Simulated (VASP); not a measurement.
# LiB2C2 (P-3m1) in VASP: a series of runs

Runs on LiB2C2. Level: r2SCAN. Tasks: single point.

All numbers are computed with VASP 6.6.1; they aren't measurements. Logs are shortened: lines on timing, memory, paths and dates and some standing lists are left out, and cuts for length are marked.

### 1 The cell of the first run

It takes space group P-3m1 (No. 164, trigonal). Conventional cell: a = 2.728 Å, b = 2.728 Å, c = 7.047 Å, α = 90.00°, β = 90.00°, γ = 120.00°. Within 3.1 Å of Li (site symmetry -3m) lie 6 C at 2.32 Å and 6 B at 2.36 Å and 6 Li at 2.73 Å. B (site symmetry 3m) has 3 C at 1.58 Å within 2.1 Å. C (site symmetry 3m) has 3 B at 1.58 Å within 2.1 Å.

### 2 Single point, r2SCAN

Input file POSCAR:

```
LiB2C2
1.0
    2.7282132000      0.0000000000      0.0000000000
   -1.3641066000      2.3627047500      0.0000000000
    0.0000000000      0.0000000000      7.0473998168
Li B C
1 2 2
Direct
    0.0000000000      0.0000000000      0.5000000000
    0.3333333333      0.6666666667      0.7498100000
    0.6666666667      0.3333333333      0.2501900000
    0.3333333333      0.6666666667      0.2582200000
    0.6666666667      0.3333333333      0.7417800000
```

Input file INCAR.step1:

```
SYSTEM = LiB2C2
PREC = Accurate
ENCUT = 520
ISMEAR = 1
SIGMA = 0.02
LREAL = .FALSE.
LASPH = .TRUE.
NELM = 80
NBANDS = 16
GGA = PE
ALGO = Normal
EDIFF = 1E-4
LWAVE = .TRUE.
LCHARG = .FALSE.
```

Input file INCAR.step2:

```
SYSTEM = LiB2C2
PREC = Accurate
ENCUT = 520
EDIFF = 1E-6
ISMEAR = 1
SIGMA = 0.02
LREAL = .FALSE.
LASPH = .TRUE.
NELM = 80
ALGO = Normal
ISIF = 2
LWAVE = .FALSE.
LCHARG = .TRUE.
METAGGA = R2SCAN
LMIXTAU = .TRUE.
LELF = .TRUE.
LVHAR = .TRUE.
NBANDS = 16
ISTART = 1
```

Input file KPOINTS:

```
Automatic mesh
0
G
  15 15 5
  0 0 0
```

Potentials or basis: VASP PAW PBE potentials, release 64 (Li_sv, B, C).

Launch:

```
$ cat potpaw_PBE.64/Li_sv/POTCAR potpaw_PBE.64/B/POTCAR potpaw_PBE.64/C/POTCAR > POTCAR
$ cp INCAR.step1 INCAR
$ mpirun -np 1 vasp_std > vasp.out
$ cp INCAR.step2 INCAR
$ mpirun -np 1 vasp_std > vasp.out
```

OUTCAR:

```text
SYSTEM = LiB2C2
   PREC = Accurate
   ENCUT = 520
   EDIFF = 1E-6
   ISMEAR = 1
   LREAL = .FALSE.
   LASPH = .TRUE.
   NELM = 80
   ISIF = 2
   METAGGA = R2SCAN
   ISTART = 1

 ion  position               nearest neighbor table
   1  0.000  0.000  0.500-   4 2.32   5 2.32   5 2.32   4 2.32   5 2.32   4 2.32   2 2.36   3 2.36
                             2 2.36   3 2.36   3 2.36   2 2.36
   2  0.333  0.667  0.750-   5 1.58   5 1.58   5 1.58   1 2.36   1 2.36   1 2.36
   3  0.667  0.333  0.250-   4 1.58   4 1.58   4 1.58   1 2.36   1 2.36   1 2.36
   4  0.333  0.667  0.258-   3 1.58   3 1.58   3 1.58   1 2.32   1 2.32   1 2.32
   5  0.667  0.333  0.742-   2 1.58   2 1.58   2 1.58   1 2.32   1 2.32   1 2.32

  LATTYP: Found a hexagonal cell.
 ALAT       =     2.7282132000
 C/A-ratio  =     2.5831558240

  Lattice vectors:

 A1 = (   2.7282132000,   0.0000000000,   0.0000000000)
 A2 = (  -1.3641066000,   2.3627047500,   0.0000000000)
 A3 = (   0.0000000000,   0.0000000000,   7.0473998168)

Analysis of symmetry for initial positions (statically):
=====================================================================
 Subroutine PRICEL returns:
 Original cell was already a primitive cell.

 Routine SETGRP: Setting up the symmetry group for a
 hexagonal supercell.

 Subroutine GETGRP returns: Found 12 space group operations
 (whereof 12 operations were pure point group operations)
 out of a pool of 24 trial point group operations.

The static configuration has the point symmetry D_3d.

Analysis of symmetry for dynamics (positions and initial velocities):
=====================================================================
 Subroutine PRICEL returns:
 Original cell was already a primitive cell.

 Routine SETGRP: Setting up the symmetry group for a
 hexagonal supercell.

 Subroutine GETGRP returns: Found 12 space group operations
 (whereof 12 operations were pure point group operations)
 out of a pool of 24 trial point group operations.

The dynamic configuration has the point symmetry D_3d.

 Subroutine INISYM returns: Found 12 space group operations
 (whereof 12 operations are pure point group operations),
 and found     1 'primitive' translations

----------------------------------------------------------------------------------------

                                     Primitive cell

  volume of cell :      45.4273

  direct lattice vectors                    reciprocal lattice vectors
     2.728213200  0.000000000  0.000000000     0.366540269  0.211621871  0.000000000
    -1.364106600  2.362704750  0.000000000     0.000000000  0.423243742  0.000000000
     0.000000000  0.000000000  7.047399817     0.000000000  0.000000000  0.141896306

  length of vectors
     2.728213200  2.728215635  7.047399817     0.423244120  0.423243742  0.141896306

  position of ions in fractional coordinates (direct lattice)
     0.000000000  0.000000000  0.500000000
     0.333333333  0.666666667  0.749810000
     0.666666667  0.333333333  0.250190000
     0.333333333  0.666666667  0.258220000
     0.666666667  0.333333333  0.741780000

  ion indices of the primitive-cell ions
   primitive index   ion index
                 1           1
                 2           2
                 3           3
                 4           4
                 5           5

----------------------------------------------------------------------------------------

 KPOINTS: Automatic mesh

Automatic generation of k-mesh.
 Grid dimensions read from file:
 generate k-points for:   15   15    5

 Generating k-lattice:

  Cartesian coordinates                     Fractional coordinates (reciprocal lattice)
     0.024436018  0.014108125  0.000000000     0.066666667  0.000000000  0.000000000
     0.000000000  0.028216249  0.000000000     0.000000000  0.066666667  0.000000000
     0.000000000  0.000000000  0.028379261     0.000000000  0.000000000  0.200000000

  Length of vectors
     0.028216275  0.028216249  0.028379261

  Shift w.r.t. Gamma in fractional coordinates (k-lattice)
     0.000000000  0.000000000  0.000000000

 Subroutine IBZKPT returns following result:
 ===========================================

 Found    119 irreducible k-points:

 Following reciprocal coordinates:
            Coordinates               Weight
  0.000000  0.000000  0.000000      1.000000
  0.066667 -0.000000  0.000000      6.000000
  0.133333  0.000000  0.000000      6.000000
  0.200000 -0.000000  0.000000      6.000000
  0.266667  0.000000  0.000000      6.000000
  0.333333  0.000000  0.000000      6.000000
[... 16 lines left out ...]
  0.333333  0.200000  0.000000     12.000000
  0.400000  0.200000  0.000000      6.000000
 [... further k-points ...]
   k-points           NKPTS =    119   k-points in BZ     NKDIM =    119   number of bands    NBANDS=     16
   number of dos      NEDOS =    301   number of ions     NIONS =      5
   total plane-waves  NPLWV =  21600
   dimension x,y,z NGX =    20 NGY =   20 NGZ =   54
   dimension x,y,z NGXF=    40 NGYF=   40 NGZF=  108
   ions per type =               1   2   2
   NGX,Y,Z   is equivalent  to a cutoff of  12.19, 12.19, 12.74 a.u.
   NGXF,Y,Z  is equivalent  to a cutoff of  24.37, 24.37, 25.48 a.u.
 SYSTEM =  LiB2C2
   PREC   = accura    normal or accurate (medium, high low for compatibility)
   ISTART =      1    job   : 0-new  1-cont  2-samecut
   ICHARG =      0    charge: 1-file 2-atom 10-const
   ISPIN  =      1    spin polarized calculation?
   LNONCOLLINEAR =      F non collinear calculations
   LSORBIT =      F    spin-orbit coupling
   LASPH  =      T    aspherical Exc in radial PAW
   ENCUT  =  520.0 eV  38.22 Ry    6.18 a.u.   5.07  5.07 13.10*2*pi/ulx,y,z
   NELM   =     80;   NELMIN=  2; NELMDL=  0     # of ELM steps
   EDIFF  = 0.1E-05   stopping-criterion for ELM
   LREAL  =      F    real-space projection
   EDIFFG = 0.1E-04   stopping-criterion for IOM
   NSW    =      0    number of steps for IOM
   IBRION =     -1    ionic relax: 0-MD 1-quasi-New 2-CG
   NFREE  =      0    steps in history (QN), initial steepest desc. (CG)
   ISIF   =      2    stress and relaxation
   ISYM   =      2    0-nonsym 1-usesym 2-fastsym
   POTIM  = 0.5000    time-step for ionic-motion
   TEBEG  =    0.0;   TEEND  =   0.0 temperature during run
   PSTRESS=    0.0 pullay stress
   NELECT =      17.0000    total number of electrons
   NUPDOWN=      -1.0000    fix difference up-down
   EMIN   =  10.00;   EMAX   =-10.00  energy-range for DOS
   EFERMI =   0.00;   METHOD = LEGACY
   ISMEAR =     1;   SIGMA  =   0.02  broadening in eV -4-tet -1-fermi 0-gaus
   EFERMI_NEDOS =   21; number of points for ismear=-14 and -15
   IALGO  =     38    algorithm
   IMIX   =      4    mixing-type and parameters
     AMIX     =   0.40;   BMIX     =  1.00
     AMIX_MAG =   1.60;   BMIX_MAG =  1.00
  volume/ion in A,a.u.               =       9.09        61.31
  Fermi-wavevector in a.u.,A,eV,Ry     =   1.179738  2.229382 18.936341  1.391782
  Thomas-Fermi vector in A             =   2.316043
   LORBIT       =      0    0 simple, 1 ext, 2 COOP (PROOUT), +10 PAW based schemes
   METAGGA = R2SCAN    functional components
   LHFCALC =     F    Hartree Fock is set to
   AEXX    =    0.0000 exact exchange contribution
   IVDW    =     0    specifies the selected vdW correction
   LEPSILON=     F    determine dielectric tensor
   LRPA    =     F    only Hartree local field effects (RPA)
 non-spin polarized calculation
 Methfessel and Paxton  Order N= 1 SIGMA  =   0.02
  energy-cutoff  :      520.00
  volume of cell :       45.43
 maximum number of plane-waves:      1237
   NGX = 11   NGY = 11   NGZ = 27

 number of electron      16.9999999 magnetization

 Free energy of the ion-electron system (eV)
  ---------------------------------------------------
  ext. energy  EPLUGINS =         0.00000000
  ---------------------------------------------------
  free energy    TOTEN  =       -37.21015493 eV

  energy without entropy =      -37.21013523  energy(sigma->0) =      -37.21014836

 E-fermi :   2.5938     XC(G=0): -10.7141

 val. band max:        2.5812487741   @ k =   0.0667   0.0667   0.4000
 cond. band min:       2.5962293208   @ k =   0.0667   0.0667   0.2000
 fundamental gap:      0.0149805467
 Fermi energy:         2.5938451918

 k-point     1 :       0.0000    0.0000    0.0000
  band No.  band energies     occupation
      1     -43.8124      2.00000
      2     -12.1228      2.00000
      3     -11.8267      2.00000
      4      -2.7819      2.00000
      5      -0.6869      2.00000
      6       3.0898      0.00000
[... 8 lines left out ...]
     15      14.2417      0.00000
     16      14.4354      0.00000

 k-point     2 :       0.0667   -0.0000    0.0000
  band No.  band energies     occupation
      1     -43.8103      2.00000
      2     -12.0358      2.00000
      3     -11.7379      2.00000
      4      -2.6872      2.00000
      5      -0.5819      2.00000
      6       2.6847     -0.00000
[... 8 lines left out ...]
     15      14.1710      0.00000
     16      14.3702      0.00000

 k-point     3 :       0.1333    0.0000    0.0000
  band No.  band energies     occupation
      1     -43.8046      2.00000
      2     -11.7758      2.00000
      3     -11.4730      2.00000
      4      -2.4058      2.00000
      5      -0.2701      2.00000
      6       1.6284      2.00000
[... 8 lines left out ...]
     15      14.2111      0.00000
     16      14.6635      0.00000

 k-point     4 :       0.2000   -0.0000    0.0000
  band No.  band energies     occupation
      1     -43.7962      2.00000
      2     -11.3469      2.00000
      3     -11.0365      2.00000
      4      -1.9500      2.00000
      5       0.1246      2.00000
      6       0.3348      2.00000
[... 8 lines left out ...]
     15      15.7142      0.00000
     16      16.2399      0.00000
[... 324 lines left out ...]
 k-point    22 :       0.2667    0.2000    0.0000
  band No.  band energies     occupation
      1     -43.7681      2.00000
      2      -9.1098      2.00000
      3      -8.7899      2.00000
      4      -3.4042      2.00000
      5      -3.1385      2.00000
      6      -1.5148      2.00000
[... 8 lines left out ...]
     15      15.0939      0.00000
     16      15.9241      0.00000

 k-point    23 :       0.3333    0.2000    0.0000
  band No.  band energies     occupation
      1     -43.7635      2.00000
      2      -8.3549      2.00000
      3      -8.0708      2.00000
      4      -4.3626      2.00000
      5      -4.1566      2.00000
      6      -1.8829      2.00000
[... 8 lines left out ...]
     15      14.8935      0.00000
     16      16.0885      0.00000

 k-point    24 :       0.4000    0.2000    0.0000
  band No.  band energies     occupation
      1     -43.7618      2.00000
      2      -7.9564      2.00000
      3      -7.7337      2.00000
      4      -4.7424      2.00000
      5      -4.7059      2.00000
      6      -2.0012      2.00000
[... 8 lines left out ...]
     15      14.8068      0.00000
     16      16.0868      0.00000

 [... further k-points ...]
[... 5 lines left out ...]
  --------------------------------------------------------------------------------------
  -------------------------------------------------------------------------------------
  Total       -1.6367016     -1.6367055     -0.3377331      0.0000000      0.0000000      0.0000000
  in kB      -57.7249300    -57.7250674    -11.9115308      0.0000000      0.0000000      0.0000000
  external PRESSURE =     -42.4538428 kB  Pullay stress =       0.0000000 kB

 VOLUME and BASIS-vectors are now :
 -----------------------------------------------------------------------------
  energy-cutoff  :      520.00
  volume of cell :       45.43
      direct lattice vectors                 reciprocal lattice vectors
     2.728213200  0.000000000  0.000000000     0.366540269  0.211621871  0.000000000
    -1.364106600  2.362704750  0.000000000     0.000000000  0.423243742  0.000000000
     0.000000000  0.000000000  7.047399817     0.000000000  0.000000000  0.141896306

 POSITION                                       TOTAL-FORCE (eV/Angst)
 -----------------------------------------------------------------------------------
      0.00000      0.00000      3.52370        -0.000000     -0.000000      0.000000
     -0.00000      1.57514      5.28421         0.000000     -0.000000      0.049001
      1.36411      0.78757      1.76319        -0.000000     -0.000000     -0.049001
     -0.00000      1.57514      1.81978        -0.000000      0.000000      0.043073
      1.36411      0.78757      5.22762         0.000000     -0.000000     -0.043073
 -----------------------------------------------------------------------------------
    total drift:                               -0.000000     -0.000000     -0.000000

  FREE ENERGIE OF THE ION-ELECTRON SYSTEM (eV)
  ---------------------------------------------------
  free  energy   TOTEN  =       -37.2101549297 eV

  energy  without entropy=      -37.2101352309  energy(sigma->0) =      -37.21014836
```

It took 3.8 min on 1 thread of Oxide Virtual Turin-like, shared host; peak memory 0.18 GiB.

What came out:

```yaml
Free_energy: -37.2102 eV
Largest_force: 0.049 eV/Å
Band_gap_on_the_k_mesh: zero (an odd number of electrons rules out a gap without spin polarisation)
```

Forces in eV/Å, atoms in the order of the input:
```
Li   0.000  0.000  0.000
B    0.000  0.000  0.049
B    0.000  0.000 -0.049
C    0.000  0.000  0.043
C    0.000  0.000 -0.043
```

Levels at points of the mesh, in eV from the Fermi level:
| k point | band 6 | band 7 | band 8 | band 9 | band 10 | band 11 | band 12 | band 13 |
| --- | --- | --- | --- | --- | --- | --- | --- | --- |
| (0.00, 0.00, 0.00) | 0.50 | 0.50 | 0.58 | 0.58 | 5.58 | 10.16 | 10.16 | 10.60 |

Caveat: the cutoff is under 1.25 times the usual one of these potentials, so pressure, stress and relaxed cells hold a basis-set (Pulay) error; the PAW data sets were made with another functional, which shifts forces and pressure a little.

(Part 1 of 2 ends here.)

The gap in the log of VASP goes by the Fermi energy; the results here count the filled bands.